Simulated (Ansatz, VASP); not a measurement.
# One calculation of ZnSe, two programs

```
CELL_PARAMETERS angstrom
0.00000 2.86592 2.86592
2.86592 0.00000 2.86592
2.86592 2.86592 0.00000
ATOMIC_POSITIONS crystal
Zn 0.00000 0.00000 0.00000
Se 0.25000 0.25000 0.25000
```

Alike in both runs: task single point; functional PBE; k mesh 8 × 8 × 8; occupations gaussian, width 0.02 eV; no spin polarisation.

```csv
,VASP,Ansatz
version,VASP 6.6.1,Ansatz 0.2.0
potentials or method,"VASP PAW PBE potentials, release 64 (Zn, Se), cutoff 500 eV","scalar-relativistic, plane waves, PAW"
valence electrons in the cell,18,28
```

Ansatz gave:

| Property | Result |
| --- | --- |
| gap on the k mesh at the Fermi level (eV) | 1.15 |
| least direct gap on the mesh (eV) | 1.15 |

Problem. Which values does VASP return?

Solution. gap on the k mesh at the Fermi level (eV): 1.16; least direct gap on the mesh (eV): 1.16.

The functional is the same, so the differences come from potentials, cutoffs and numerics. VASP's potentials hold 18 valence electrons a cell and Ansatz's 28, so a difference there can come from the potentials and not from the codes.
